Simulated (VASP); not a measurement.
WS2, 3 atoms in the cell. The cell holds a slab with vacuum, 3 atoms: a = 3.277 Å, b = 3.277 Å, c = 16.646 Å, α = 90.00°, β = 90.00°, γ = 120.00°.  This cell differs from its parent crystal: biaxial strain in the a-b plane: +3.0 %, then relaxed in part.

| Quantity | Value |
| --- | --- |
| Program | VASP 6.6.1 |
| Task | single point |
| Functional | r2SCAN |
| Potentials or basis | VASP PAW PBE potentials, release 64 (W_sv, S) |
| Cutoff | 520 eV |
| k mesh | 12 × 12 × 2 |
| Occupations | gaussian, width 0.02 eV |
| Spin | no spin polarisation |
| Dipole correction | no |
| Further INCAR settings | ALGO = Normal; EDIFF = 1e-06; NBANDS = 20 |

Potentials or basis: VASP PAW PBE potentials, release 64 (W_sv, S).

Command:

```bash
$ cat potpaw_PBE.64/W_sv/POTCAR potpaw_PBE.64/S/POTCAR > POTCAR
$ cp INCAR.step1 INCAR
$ mpirun -np 1 vasp_std > vasp.out
$ cp INCAR.step2 INCAR
$ mpirun -np 1 vasp_std > vasp.out
```

Hardware: 1 thread of Intel(R) Xeon(R) 6975P-C (Granite Rapids) (shared host).

How long does it take, and how much memory?

Wall time 3.5 min on 1 thread of Intel(R) Xeon(R) 6975P-C (Granite Rapids) (shared host), peak memory 0.34 GiB. Counts: k points 38.
